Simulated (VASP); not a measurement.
Set up this calculation in VASP 6.6.1, as the native input.

| Item | Value |
| --- | --- |
| Task | single point |
| Functional | LDA |
| Potentials or basis | VASP PAW LDA potentials, release 64 (B, N) |
| Cutoff | 520 eV |
| k mesh | 12 × 12 × 4 |
| Occupations | gaussian, width 0.05 eV |
| Spin | no spin polarisation |
| Dipole correction | no |
| Further INCAR settings | ALGO = Normal; EDIFF = 1e-07; NBANDS = 16 |

The structure of BN lies in POSCAR:

```
BN
1.0
    2.4684242954      0.0000000000      0.0000000000
   -1.2342121477      2.1377181471      0.0000000000
    0.0000000000      0.0000000000      6.6005665658
B N
2 2
Direct
    0.3333333333      0.6666666667      0.2500000000
    0.6666666667      0.3333333333      0.7500000000
    0.3333333333      0.6666666667      0.7500000000
    0.6666666667      0.3333333333      0.2500000000
```

This cell differs from its parent crystal: volume 8.707 Å^3 an atom, c/a of the conventional cell 2.6740.

These files were run (other wordings do the same):

INCAR

```
PREC     = Accurate       # precision mode
ENCUT    = 520            # plane-wave cutoff, eV
EDIFF    = 1E-7           # SCF threshold, eV
ISMEAR   = 0              # smearing method
SIGMA    = 0.05           # smearing width, eV
LREAL    = False          # projectors in reciprocal space
LASPH    = True           # aspherical terms in the spheres
NELM     = 60             # most SCF steps
ALGO     = Normal         # electronic algorithm
ISIF     = 2              # what is computed and relaxed
LWAVE    = False          # write WAVECAR
LCHARG   = True           # write CHGCAR
GGA      = CA             # functional
LELF     = True           # ELF
LVHAR    = True         
NBANDS   = 16             # bands
```

KPOINTS

```
regular mesh
0
Gamma
  12 12 4
```

Potentials or basis: VASP PAW LDA potentials, release 64 (B, N).

The run is started by

```console
$ cat potpaw_LDA.64/B/POTCAR potpaw_LDA.64/N/POTCAR > POTCAR
$ mpirun -np 1 vasp_std > vasp.out
```

It gave:

```json
{
 "Pressure": "6.7 GPa",
 "Band gap on the k mesh": "4.13 eV, indirect (least direct gap 4.59 eV)"
}
```

Wall time 20 s on 1 thread of Intel(R) Xeon(R) Platinum 8375C CPU @ 2.90GHz (Ice Lake), on a shared host, peak memory 0.14 GiB.
